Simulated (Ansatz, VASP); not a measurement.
Two plane-wave programs on MgS

File INCAR:

```
PREC = Accurate
ENCUT = 520
EDIFF = 1E-6
ISMEAR = 0
SIGMA = 0.01
LREAL = False
LASPH = True
NELM = 100
ALGO = Normal
ISIF = 2
LWAVE = False
LCHARG = False
GGA = CA
NBANDS = 16
```

File KPOINTS:

```
regular mesh
0
Gamma
  6 6 4
```

The input POSCAR:

```
MgS
1.0
    4.0286256320      0.0000000000      0.0000000000
   -2.0143128160      3.4888921397      0.0000000000
    0.0000000000      0.0000000000      6.4543927776
Mg S
2 2
Direct
    0.3333333333      0.6666666667     -0.0028727191
    0.6666666667      0.3333333333      0.4971272809
    0.3333333333      0.6666666667      0.3778727191
    0.6666666667      0.3333333333      0.8778727191
```

Input for Ansatz:

```yaml
crystal:
  lattice:
    - [4.028625632, 0.0, 0.0]
    - [-2.014312816, 3.4888921397, 0.0]
    - [0.0, 0.0, 6.4543927776]
  atoms:
    - { symbol: Mg, position: [0.3333333333, 0.6666666667, -0.0028727191] }
    - { symbol: Mg, position: [0.6666666667, 0.3333333333, 0.4971272809] }
    - { symbol: S, position: [0.3333333333, 0.6666666667, 0.3778727191] }
    - { symbol: S, position: [0.6666666667, 0.3333333333, 0.8778727191] }
kpoints:
  mp_grid: { grid: [6, 6, 4] }
hamiltonian:
  xc: lda
scf:
  occupations: { method: fixed }
output:
  optics:
    e_range: [2, 30]
    de: 0.2
    sigma: 0.4
    scissors: 0.3
    scheme: gaussian
    bands: { spectra_wanted_up_to: 30 }
```

Alike in both runs: task single point; functional LDA; k mesh 6 × 6 × 4; no spin polarisation.

|  | VASP | Ansatz |
| --- | --- | --- |
| version | VASP 6.6.1 | Ansatz 0.2.0 |
| potentials or method | VASP PAW LDA potentials, release 64 (Mg, S) | plane waves, PAW |
| plane-wave cutoff (eV) | 520 | 420 |
| occupations | gaussian, width 0.01 eV | fixed |
| valence electrons in the cell | 16 | 32 |

|  | VASP | Ansatz | Ansatz less VASP |
| --- | --- | --- | --- |
| gap on the k mesh at the Fermi level (eV) | 3.19 | 3.18 | -0.010 |

LDA's correlation is that of Perdew and Zunger in VASP and of Perdew and Wang (1992) in Ansatz. VASP's potentials hold 16 valence electrons a cell and Ansatz's 32, so a difference there can come from the potentials and not from the codes.
